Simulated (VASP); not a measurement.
# CaTa3AlSi3O16 (P1) in VASP: single point with PBE

Aim: the single point of CaTa3AlSi3O16 with PBE.

Program: VASP 6.6.1. These are calculated values, not measurements. Logs are shortened: lines on timing, memory, paths and dates and some standing lists are left out, and cuts for length are marked.

## 1. The cell of the first run

The typed cell holds 24 atoms: a = 8.138 Å, b = 7.407 Å, c = 6.706 Å, α = 55.71°, β = 56.00°, γ = 55.36°.

## 2. Single point, PBE

Input file INCAR:

```
SYSTEM = CaTa3AlSi3O16
PREC = Accurate ; ENCUT = 520
EDIFF = 1E-6 ; ISMEAR = 0
SIGMA = 0.1 ; LREAL = Auto
LASPH = .True. ; NELM = 100
ALGO = Normal ; ISIF = 2
LWAVE = .False. ; LCHARG = .False.
GGA = PE ; NBANDS = 95
ISYM = 0
```

Input file KPOINTS:

```
Automatic mesh
0
Gamma
  3 3 3
  0 0 0
```

Input file POSCAR:

```
CaTa3AlSi3O16
1.0
   -5.9323051017      5.5705490003     -0.0738003104
   -5.5195690041      0.3389357871      4.9283598538
   -0.6646230809      4.8321256089      4.6026725601
O Al Si Ca Ta
16 1 3 1 3
Direct
    0.7818349780      0.9631083822      0.3223575766
    0.4712026747      0.8921884220      0.3931759891
    0.8754442772      0.5246002358      0.2478099953
    0.8697288663      0.6934885901      0.7556247711
    0.3893325564      0.3360282658      0.3147496308
    0.4400871786      0.9871169331      0.7658182914
    0.9443274123      0.2614208653      0.9440746074
    0.3632934218      0.3052485081      0.9219389537
    0.4905019702      0.6699749110      0.1903048600
    0.1541029573      0.7498181829      0.0915892813
    0.7615990576      0.9824296896      0.9501184991
    0.5721733696      0.5411139768      0.8026498986
    0.1420595440      0.0697637034      0.2375216421
    0.2008605007      0.6559632625      0.6557438156
    0.6855257286      0.2479927813      0.5154159242
    0.0610044517      0.0771748384      0.6678935492
    0.4555810897      0.9844327812      0.0603525362
    0.9417656330      0.0077750518      0.9982724607
    0.4079056152      0.5983729140      0.0743450746
    0.5156158584      0.0462334592      0.4612152006
    0.9793009255      0.4948455400      0.5099846511
    0.0504686471      0.4152228077      0.9825112405
    0.9335137564      0.9751922076      0.5882473409
    0.5023410967      0.5377050561      0.5692899020
```

Potentials or basis: VASP PAW PBE potentials, release 64 (O, Al, Si, Ca_sv, Ta_pv).

Command:

```sh
$ cat potpaw_PBE.64/O/POTCAR potpaw_PBE.64/Al/POTCAR potpaw_PBE.64/Si/POTCAR potpaw_PBE.64/Ca_sv/POTCAR potpaw_PBE.64/Ta_pv/POTCAR > POTCAR
$ mpirun -np 1 vasp_std > vasp.out
```

OUTCAR:

```text
SYSTEM = CaTa3AlSi3O16
   PREC = Accurate
   ENCUT = 520
   EDIFF = 1E-6
   ISMEAR = 0
   LREAL = Auto
   LASPH = .True.
   NELM = 100
   ISIF = 2
   GGA = PE
   ISYM = 0

 ion  position               nearest neighbor table
   1  0.782  0.963  0.322-  20 1.68  18 1.74  23 2.73
   2  0.471  0.892  0.393-  20 1.70  17 1.99  24 2.11
   3  0.875  0.525  0.248-  22 1.82  21 2.21  24 2.54
   4  0.870  0.693  0.756-  23 1.96  22 2.06  21 2.30
   5  0.389  0.336  0.315-  20 1.70  19 1.71
   6  0.440  0.987  0.766-  20 1.62  17 2.04  19 2.49
   7  0.944  0.261  0.944-  18 1.71  22 1.95  21 2.35
   8  0.363  0.305  0.922-  17 1.83  22 2.04  24 2.11
   9  0.491  0.670  0.190-  19 1.67  17 1.87  24 2.19
  10  0.154  0.750  0.092-  19 1.67  18 1.77  21 2.47
  11  0.762  0.982  0.950-  18 1.79  23 2.03  17 2.16
  12  0.572  0.541  0.803-  19 1.67  24 1.96
  13  0.142  0.070  0.238-  23 1.98  17 1.99  22 2.09
  14  0.201  0.656  0.656-  24 1.91  22 2.14  23 2.14
  15  0.686  0.248  0.515-  24 1.90  23 1.94
  16  0.061  0.077  0.668-  18 1.73  23 1.97  21 2.43
  17  0.456  0.984  0.060-   8 1.83   9 1.87  13 1.99   2 1.99   6 2.04  11 2.16  19 3.04  22 3.07
                            24 3.17  23 3.37
  18  0.942  0.008  0.998-   7 1.71  16 1.73   1 1.74  10 1.77  11 1.79  23 2.93  20 3.09
  19  0.408  0.598  0.074-  10 1.67  12 1.67   9 1.67   5 1.71   6 2.49  17 3.04  24 3.27
  20  0.516  0.046  0.461-   6 1.62   1 1.68   5 1.70   2 1.70  18 3.09
  21  0.979  0.495  0.510-   3 2.21   4 2.30   7 2.35  16 2.43  10 2.47  22 3.21
  22  0.050  0.415  0.983-   3 1.82   7 1.95   8 2.04   4 2.06  13 2.09  14 2.14  17 3.07  21 3.21
                            23 3.33  24 3.40  23 3.51
  23  0.934  0.975  0.588-  15 1.94   4 1.96  16 1.97  13 1.98  11 2.03  14 2.14   1 2.73  18 2.93
                            22 3.33  17 3.37  22 3.51  24 3.60
  24  0.502  0.538  0.569-  15 1.90  14 1.91  12 1.96   2 2.11   8 2.11   9 2.19   3 2.54  17 3.17
                            19 3.27  22 3.40  23 3.60

IMPORTANT INFORMATION: All symmetrisations will be switched off!
NOSYMM: (Re-)initialisation of all symmetry stuff for point group C_1.

----------------------------------------------------------------------------------------

                                     Primitive cell

  volume of cell :     257.2440

  direct lattice vectors                    reciprocal lattice vectors
    -5.932305102  5.570549000 -0.073800310    -0.086511018  0.086024412 -0.102805050
    -5.519569004  0.338935787  4.928359854    -0.101055891 -0.106332911  0.097041425
    -0.664623081  4.832125609  4.602672560     0.106819516  0.115236414  0.111708553
[... 124 lines left out ...]
   ISYM   =      0    0-nonsym 1-usesym 2-fastsym
   POTIM  = 0.5000    time-step for ionic-motion
   TEBEG  =    0.0;   TEEND  =   0.0 temperature during run
   PSTRESS=    0.0 pullay stress
   NELECT =     154.0000    total number of electrons
   NUPDOWN=      -1.0000    fix difference up-down
   EMIN   =  10.00;   EMAX   =-10.00  energy-range for DOS
   EFERMI =   0.00;   METHOD = LEGACY
   ISMEAR =     0;   SIGMA  =   0.10  broadening in eV -4-tet -1-fermi 0-gaus
   EFERMI_NEDOS =   21; number of points for ismear=-14 and -15
   IALGO  =     38    algorithm
   IMIX   =      4    mixing-type and parameters
     AMIX     =   0.40;   BMIX     =  1.00
     AMIX_MAG =   1.60;   BMIX_MAG =  1.00
  volume/ion in A,a.u.               =      10.72        72.33
  Fermi-wavevector in a.u.,A,eV,Ry     =   1.379749  2.607347 25.901496  1.903706
  Thomas-Fermi vector in A             =   2.504689
   LORBIT       =      0    0 simple, 1 ext, 2 COOP (PROOUT), +10 PAW based schemes
   GGA     = PE    functional components
   LHFCALC =     F    Hartree Fock is set to
   AEXX    =    0.0000 exact exchange contribution
   IVDW    =     0    specifies the selected vdW correction
   LEPSILON=     F    determine dielectric tensor
   LRPA    =     F    only Hartree local field effects (RPA)
 non-spin polarized calculation
 Gauss-broadening in eV      SIGMA  =   0.10
  energy-cutoff  :      520.00
  volume of cell :      257.24
 maximum number of plane-waves:      6943
 NGX is ok and might be reduce to    64
   NGX = 31   NGY = 27   NGZ = 25

 number of electron     154.0000002 magnetization

 Free energy of the ion-electron system (eV)
  ---------------------------------------------------
  ext. energy  EPLUGINS =         0.00000000
  ---------------------------------------------------
  free energy    TOTEN  =      -201.30076933 eV

  energy without entropy =     -201.30076933  energy(sigma->0) =     -201.30076933

 E-fermi :   4.4700     XC(G=0): -11.1042

 val. band max:        3.9023100960   @ k =  -0.0000   0.3333   0.0000
 cond. band min:       7.0070724145   @ k =   0.3333   0.3333   0.0000
 fundamental gap:      3.1047623184
 Fermi energy:         4.4699917349

 k-point     1 :       0.0000    0.0000    0.0000
  band No.  band energies     occupation
      1     -34.1541      2.00000
      2     -31.1956      2.00000
      3     -31.0984      2.00000
      4     -31.0238      2.00000
      5     -30.6527      2.00000
      6     -30.5573      2.00000
[... 1277 lines left out ...]
     88      10.1313      0.00000
     89      10.3494      0.00000
 [bands above 89 left out]

------------------------ aborting loop because EDIFF is reached ----------------------------------------

  FORCE on cell =-STRESS in cart. coord.  units (eV):
  Direction    XX          YY          ZZ          XY          YZ          ZX
  --------------------------------------------------------------------------------------
  -------------------------------------------------------------------------------------
  Total        1.0416809      1.0351433      1.3128465     -0.1259012      0.1166588     -0.0659530
  in kB        6.4878376      6.4471196      8.1767217     -0.7841430      0.7265792     -0.4107712
  external PRESSURE =       7.0372263 kB  Pullay stress =       0.0000000 kB

 VOLUME and BASIS-vectors are now :
 -----------------------------------------------------------------------------
  energy-cutoff  :      520.00
  volume of cell :      257.24
      direct lattice vectors                 reciprocal lattice vectors
    -5.932305102  5.570549000 -0.073800310    -0.086511018  0.086024412 -0.102805050
    -5.519569004  0.338935787  4.928359854    -0.101055891 -0.106332911  0.097041425
    -0.664623081  4.832125609  4.602672560     0.106819516  0.115236414  0.111708553

 POSITION                                       TOTAL-FORCE (eV/Angst)
 -----------------------------------------------------------------------------------
    -10.16827      6.23935      6.17255        -0.016454      0.009857     -0.006379
     -7.98113      4.82713      6.17191        -0.010403     -0.032171     -0.006911
     -8.25367      6.25196      3.66140         0.046781     -0.008686      0.201991
     -9.48946      8.73119      6.83147         0.065498     -0.029569      0.024503
     -4.37356      3.80360      3.07602        -0.010520      0.013995     -0.015032
     -8.56817      6.48663      8.35720         0.024723      0.057946      0.049891
[... 16 lines left out ...]
    -11.31149      8.37320      7.44471        -0.018471     -0.065319     -0.086572
     -6.32630      5.73144      5.23319        -0.101193     -0.027420     -0.014797
 -----------------------------------------------------------------------------------
    total drift:                               -0.007223     -0.006268     -0.008079

  FREE ENERGIE OF THE ION-ELECTRON SYSTEM (eV)
  ---------------------------------------------------
  free  energy   TOTEN  =      -201.3007693338 eV

  energy  without entropy=     -201.3007693338  energy(sigma->0) =     -201.30076933
```

stdout:

```text
POSCAR found type information on POSCAR O AlSiCaTa
 POSCAR found :  5 types and      24 ions
 scaLAPACK will be used
 LDA part: xc-table for (Slater+PW92), standard interpolation
 POSCAR, INCAR and KPOINTS ok, starting setup
 FFT: planning ... GRIDC
 FFT: planning ... GRID_SOFT
 FFT: planning ... GRID
 WAVECAR not read
 entering main loop
```

Wall time 31 min (1 thread of Oxide Virtual Turin-like, shared host); peak memory 0.54 GiB.

What came out:

```
Free energy            : -201.3008 eV
Pressure               : 0.7 GPa
Largest force          : 0.208 eV/Å
Band gap on the k mesh : 3.10 eV (least direct gap 3.19 eV)
```

Forces in eV/Å, atoms in the order of the input:
```
O   -0.016  0.010 -0.006
O   -0.010 -0.032 -0.007
O    0.047 -0.009  0.202
O    0.065 -0.030  0.025
O   -0.011  0.014 -0.015
O    0.025  0.058  0.050
O    0.064 -0.020 -0.029
O   -0.035  0.028 -0.011
O   -0.028  0.021  0.026
O   -0.001 -0.025  0.009
O    0.049 -0.001  0.047
O   -0.036  0.031 -0.003
O   -0.019  0.023 -0.042
O    0.049 -0.060  0.053
O    0.053 -0.004 -0.072
O   -0.048  0.025  0.006
Al   0.029  0.021 -0.012
Si  -0.004  0.077  0.021
Si  -0.004 -0.006  0.014
Si  -0.001 -0.015  0.019
Ca  -0.011 -0.005  0.004
Ta  -0.037 -0.007 -0.174
Ta  -0.018 -0.065 -0.087
Ta  -0.101 -0.027 -0.015
```

Stress tensor (GPa, compression positive):
```
 0.65 -0.08 -0.04
-0.08  0.64  0.07
-0.04  0.07  0.82
```

Levels at points of the mesh, in eV from the valence-band top:
| k point | band 73 | band 74 | band 75 | band 76 | band 77 | band 78 | band 79 | band 80 | band 81 | band 82 |
| --- | --- | --- | --- | --- | --- | --- | --- | --- | --- | --- |
| (0.00, 0.00, 0.00) | -0.69 | -0.64 | -0.46 | -0.31 | -0.02 | 3.17 | 3.37 | 4.16 | 4.21 | 4.44 |

Caveat: spin-orbit coupling is left out, which moves the levels of the heavy elements; an odd mesh through Γ misses points on the zone boundary, where band edges can lie.
